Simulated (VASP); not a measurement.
# V (Im-3m) in VASP: notebook, part 3 of 3

VASP 6.6.1. Earlier steps stand in the parts before.

**6. Single point, PBE, collinear spin, ferromagnetic start**

This run uses another cell than the first one, of 12.63 Å³/atom, 0.912 times its volume.

INCAR

```
ALGO = Normal
EDIFF = 1E-6
ENCUT = 500
GGA = PE
GGA_COMPAT = F
ISIF = 2
ISMEAR = 0
ISPIN = 2
LASPH = T
LCHARG = F
LMAXMIX = 4
LORBIT = 11
LREAL = F
LWAVE = F
MAGMOM = 0.51
NBANDS = 16
NELM = 200
PREC = Accurate
SIGMA = 0.1
```

KPOINTS

```
k-points
0
Gamma
  6 6 6
```

POSCAR

```
V
1.0
   -1.4672491755      1.4672491755      1.4672491755
    1.4672491755     -1.4672491755      1.4672491755
    1.4672491755      1.4672491755     -1.4672491755
V
1
Direct
    0.0000000000      0.0000000000      0.0000000000
```

Potentials or basis: VASP PAW PBE potentials, release 64 (V_sv).

Run with:

```
$ cat potpaw_PBE.64/V_sv/POTCAR > POTCAR
$ mpirun -np 1 vasp_std > vasp.out
```

OUTCAR:

```text
EDIFF = 1E-6
   ENCUT = 500
   GGA = PE
   ISIF = 2
   ISMEAR = 0
   ISPIN = 2
   LASPH = T
   LORBIT = 11
   LREAL = F
   NELM = 200
   PREC = Accurate

 ion  position               nearest neighbor table
   1  0.000  0.000  0.000-

  LATTYP: Found a body centered cubic cell.
 ALAT       =     2.9344983510

  Lattice vectors:

 A1 = (  -1.4672491755,   1.4672491755,   1.4672491755)
 A2 = (   1.4672491755,  -1.4672491755,   1.4672491755)
 A3 = (   1.4672491755,   1.4672491755,  -1.4672491755)

Analysis of symmetry for initial positions (statically):
=====================================================================
 Subroutine PRICEL returns:
 Original cell was already a primitive cell.

 Routine SETGRP: Setting up the symmetry group for a
 body centered cubic supercell.

 Subroutine GETGRP returns: Found 48 space group operations
 (whereof 48 operations were pure point group operations)
 out of a pool of 48 trial point group operations.

The static configuration has the point symmetry O_h .

Analysis of symmetry for dynamics (positions and initial velocities):
=====================================================================
 Subroutine PRICEL returns:
 Original cell was already a primitive cell.

 Routine SETGRP: Setting up the symmetry group for a
 body centered cubic supercell.

 Subroutine GETGRP returns: Found 48 space group operations
 (whereof 48 operations were pure point group operations)
 out of a pool of 48 trial point group operations.

The dynamic configuration has the point symmetry O_h .

Analysis of structural, dynamic, and magnetic symmetry:
=====================================================================
 Subroutine PRICEL returns:
 Original cell was already a primitive cell.

 Routine SETGRP: Setting up the symmetry group for a
 body centered cubic supercell.

 Subroutine GETGRP returns: Found 48 space group operations
 (whereof 48 operations were pure point group operations)
 out of a pool of 48 trial point group operations.

The overall configuration has the point symmetry O_h .

 Subroutine INISYM returns: Found 48 space group operations
 (whereof 48 operations are pure point group operations),
 and found     1 'primitive' translations

----------------------------------------------------------------------------------------

                                     Primitive cell

  volume of cell :      12.6349

  direct lattice vectors                    reciprocal lattice vectors
    -1.467249175  1.467249175  1.467249175     0.000000000  0.340773747  0.340773747
     1.467249175 -1.467249175  1.467249175     0.340773747  0.000000000  0.340773747
     1.467249175  1.467249175 -1.467249175     0.340773747  0.340773747  0.000000000

  length of vectors
     2.541350119  2.541350119  2.541350119     0.481926855  0.481926855  0.481926855

  position of ions in fractional coordinates (direct lattice)
     0.000000000  0.000000000  0.000000000

  ion indices of the primitive-cell ions
   primitive index   ion index
                 1           1

----------------------------------------------------------------------------------------

 KPOINTS: k-points

[... 47 lines left out ...]
   NGXF,Y,Z  is equivalent  to a cutoff of  26.17, 26.17, 26.17 a.u.
 SYSTEM =  unknown system
   PREC   = accura    normal or accurate (medium, high low for compatibility)
   ISTART =      0    job   : 0-new  1-cont  2-samecut
   ICHARG =      2    charge: 1-file 2-atom 10-const
   ISPIN  =      2    spin polarized calculation?
   LNONCOLLINEAR =      F non collinear calculations
   LSORBIT =      F    spin-orbit coupling
   LASPH  =      T    aspherical Exc in radial PAW
   ENCUT  =  500.0 eV  36.75 Ry    6.06 a.u.   4.63  4.63  4.63*2*pi/ulx,y,z
   NELM   =    200;   NELMIN=  2; NELMDL= -5     # of ELM steps
   EDIFF  = 0.1E-05   stopping-criterion for ELM
   LREAL  =      F    real-space projection
   EDIFFG = 0.1E-04   stopping-criterion for IOM
   NSW    =      0    number of steps for IOM
   IBRION =     -1    ionic relax: 0-MD 1-quasi-New 2-CG
   NFREE  =      0    steps in history (QN), initial steepest desc. (CG)
   ISIF   =      2    stress and relaxation
   ISYM   =      2    0-nonsym 1-usesym 2-fastsym
   POTIM  = 0.5000    time-step for ionic-motion
   TEBEG  =    0.0;   TEEND  =   0.0 temperature during run
   PSTRESS=    0.0 pullay stress
   NELECT =      13.0000    total number of electrons
   NUPDOWN=      -1.0000    fix difference up-down
   EMIN   =  10.00;   EMAX   =-10.00  energy-range for DOS
   EFERMI =   0.00;   METHOD = LEGACY
   ISMEAR =     0;   SIGMA  =   0.10  broadening in eV -4-tet -1-fermi 0-gaus
   EFERMI_NEDOS =   21; number of points for ismear=-14 and -15
   IALGO  =     38    algorithm
   IMIX   =      4    mixing-type and parameters
     AMIX     =   0.40;   BMIX     =  1.00
     AMIX_MAG =   1.60;   BMIX_MAG =  1.00
  volume/ion in A,a.u.               =      12.63        85.26
  Fermi-wavevector in a.u.,A,eV,Ry     =   1.652718  3.123184 37.163996  2.731477
  Thomas-Fermi vector in A             =   2.741279
   LORBIT       =     11    0 simple, 1 ext, 2 COOP (PROOUT), +10 PAW based schemes
   GGA     = PE    functional components
   LHFCALC =     F    Hartree Fock is set to
   AEXX    =    0.0000 exact exchange contribution
   IVDW    =     0    specifies the selected vdW correction
   LEPSILON=     F    determine dielectric tensor
   LRPA    =     F    only Hartree local field effects (RPA)
 spin polarized calculation
 Gauss-broadening in eV      SIGMA  =   0.10
  energy-cutoff  :      500.00
  volume of cell :       12.63
 maximum number of plane-waves:       329
 NGX is ok and might be reduce to    20

 number of electron      13.0000010 magnetization       0.5899917

 Free energy of the ion-electron system (eV)
  ---------------------------------------------------
  ext. energy  EPLUGINS =         0.00000000
  ---------------------------------------------------
  free energy    TOTEN  =        -8.91450564 eV

  energy without entropy =       -8.91041688  energy(sigma->0) =       -8.91246126

 E-fermi :  10.5755     XC(G=0): -13.2486

 val. band max:       10.5280725292   @ k =   0.3333   0.0000   0.0000
 cond. band min:      10.7083742758   @ k =   0.0000   0.0000   0.0000
 fundamental gap:      0.1803017465
 Fermi energy:        10.5755265230

 spin component 1

 k-point     1 :       0.0000    0.0000    0.0000
  band No.  band energies     occupation
      1     -53.3064      1.00000
      2     -26.4902      1.00000
      3     -26.4902      1.00000
      4     -26.4902      1.00000
      5       3.5904      1.00000
      6      10.7084      0.03014
[... 280 lines left out ...]
      2     -27.2354      1.00000
      3     -27.2354      1.00000
      4     -27.2354      1.00000
      5       7.0765      1.00000
      6       7.0765      1.00000
[... 8 lines left out ...]
     15      33.7717      0.00000
     16      43.5062      0.00000
 Fermi energy:        10.5755265230

 spin component 2

 k-point     1 :       0.0000    0.0000    0.0000
  band No.  band energies     occupation
      1     -52.9072      1.00000
      2     -26.0971      1.00000
      3     -26.0971      1.00000
      4     -26.0971      1.00000
      5       4.0482      1.00000
      6      11.2190      0.00000
[... 281 lines left out ...]
      3     -26.8362      1.00000
      4     -26.8362      1.00000
      5       7.3917      1.00000
      6       7.3917      1.00000
[... 8 lines left out ...]
     15      34.0792      0.00000
     16      44.1579      0.00000

------------------------ aborting loop because EDIFF is reached ----------------------------------------

  FORCE on cell =-STRESS in cart. coord.  units (eV):
  Direction    XX          YY          ZZ          XY          YZ          ZX
  --------------------------------------------------------------------------------------
  -------------------------------------------------------------------------------------
  Total        1.1625063      1.1625063      1.1625063      0.0000000      0.0000000     -0.0000000
  in kB      147.4124901    147.4124901    147.4124901      0.0000000      0.0000000     -0.0000000
  external PRESSURE =     147.4124901 kB  Pullay stress =       0.0000000 kB

 VOLUME and BASIS-vectors are now :
 -----------------------------------------------------------------------------
  energy-cutoff  :      500.00
  volume of cell :       12.63
      direct lattice vectors                 reciprocal lattice vectors
    -1.467249175  1.467249175  1.467249175     0.000000000  0.340773747  0.340773747
     1.467249175 -1.467249175  1.467249175     0.340773747  0.000000000  0.340773747
     1.467249175  1.467249175 -1.467249175     0.340773747  0.340773747  0.000000000

 POSITION                                       TOTAL-FORCE (eV/Angst)
 -----------------------------------------------------------------------------------
      0.00000      0.00000      0.00000         0.000000     -0.000000      0.000000
 -----------------------------------------------------------------------------------
    total drift:                                0.000000     -0.000000      0.000000

  FREE ENERGIE OF THE ION-ELECTRON SYSTEM (eV)
  ---------------------------------------------------
  free  energy   TOTEN  =        -8.9145056449 eV

  energy  without entropy=       -8.9104168800  energy(sigma->0) =       -8.91246126

 total charge

# of ion       s       p       d       tot
------------------------------------------
    1        2.359   6.247   3.163  11.769

 magnetization (x)

# of ion       s       p       d       tot
------------------------------------------
    1        0.011   0.060   0.401   0.473
```

OSZICAR:

```text
N       E                     dE             d eps       ncg     rms          rms(c)
DAV:   1     0.842854275587E+02    0.84285E+02   -0.62360E+03  1032   0.879E+02
DAV:   2    -0.879394775022E+01   -0.93079E+02   -0.89535E+02  1136   0.262E+02
DAV:   3    -0.101851396530E+02   -0.13912E+01   -0.13896E+01  1160   0.344E+01
DAV:   4    -0.101900951697E+02   -0.49555E-02   -0.49554E-02  1232   0.216E+00
DAV:   5    -0.101901348902E+02   -0.39721E-04   -0.39720E-04  1136   0.180E-01    0.201E+01
DAV:   6    -0.891746209402E+01    0.12727E+01   -0.12838E+00  1040   0.210E+01    0.265E+00
DAV:   7    -0.890761019130E+01    0.98519E-02   -0.20277E-02  1096   0.156E+00    0.135E+00
DAV:   8    -0.891366456029E+01   -0.60544E-02   -0.12370E-02  1088   0.115E+00    0.111E+00
DAV:   9    -0.891331907352E+01    0.34549E-03   -0.11068E-03  1208   0.322E-01    0.248E-01
DAV:  10    -0.891444769729E+01   -0.11286E-02   -0.22114E-04  1064   0.184E-01    0.842E-02
DAV:  11    -0.891450772775E+01   -0.60030E-04   -0.92458E-05  1088   0.596E-02    0.197E-02
DAV:  12    -0.891450030944E+01    0.74183E-05   -0.16581E-06  1088   0.108E-02    0.225E-02
DAV:  13    -0.891450431458E+01   -0.40051E-05   -0.87667E-07   792   0.737E-03    0.116E-02
DAV:  14    -0.891450555548E+01   -0.12409E-05   -0.34142E-07   544   0.504E-03    0.306E-03
DAV:  15    -0.891450564492E+01   -0.89438E-07   -0.23770E-08   544   0.139E-03
   1 F= -.89145056E+01 E0= -.89124613E+01  d E =-.408876E-02  mag=     0.5900
```

Wall time 26 s (1 thread of AMD EPYC 7R13, shared host); peak memory 0.1 GiB.

What came out:

```
Free energy                                           : -8.9145 eV
Pressure                                              : 14.7 GPa
Net moment                                            : 0.59 μB per cell
Site moments                                          : V +0.47 μB
Valence electrons inside the program's atomic spheres : V 11.77
```

Levels at points of the mesh, in eV from the Fermi level:
Spin up:
```csv
k point,band 5,band 6,band 7,band 8,band 9,band 10
"(0.00, 0.00, 0.00)",-6.99,0.13,0.13,0.13,2.44,2.44
"(0.50, 0.00, 0.00)",-3.66,-1.55,1.62,2.41,2.84,4.19
"(0.50, 0.50, 0.50)",-3.50,-3.50,3.76,3.76,3.76,10.53
```
Spin down:
```csv
k point,band 3,band 4,band 5,band 6,band 7,band 8,band 9,band 10
"(0.00, 0.00, 0.00)",-36.67,-36.67,-6.53,0.64,0.64,0.64,2.69,2.69
"(0.50, 0.00, 0.00)",-37.01,-36.68,-3.22,-1.04,2.07,2.75,3.10,4.68
"(0.50, 0.50, 0.50)",-37.41,-37.41,-3.18,-3.18,4.25,4.25,4.25,11.06
```

Caveat: the k points lie up to 0.50 Å⁻¹ apart.

**7. Overview**

```csv
level,potentials or basis,cell,k mesh,smearing,gap on the mesh (eV),pressure (GPa),moment (μB)
LDA,"VASP PAW LDA potentials, release 64 (V_sv)","a = 2.621 Å, angles 109.5°, 1 atom",3 × 3 × 3,tetrahedron,none,-19.5,0.06
BLYP,"VASP PAW PBE potentials, release 64 (V_sv)","a = 2.621 Å, angles 109.5°, 1 atom",4 × 4 × 4,gaussian 0.1 eV,none,-0.1,0.00
PBE,"VASP PAW PBE potentials, release 64 (V_sv)","a = 2.541 Å, angles 109.5°, 1 atom",6 × 6 × 6,gaussian 0.1 eV,none,14.7,0.59
```

Alike in all rows: task single point; spin collinear, ferromagnetic start; cutoff (eV) 500.

Caveats: all runs use coarse meshes; the PAW data sets were made with another functional, which shifts forces and pressure a little (some runs).

Total energies depend on the potentials used, so only differences within one code and one set of settings carry meaning.
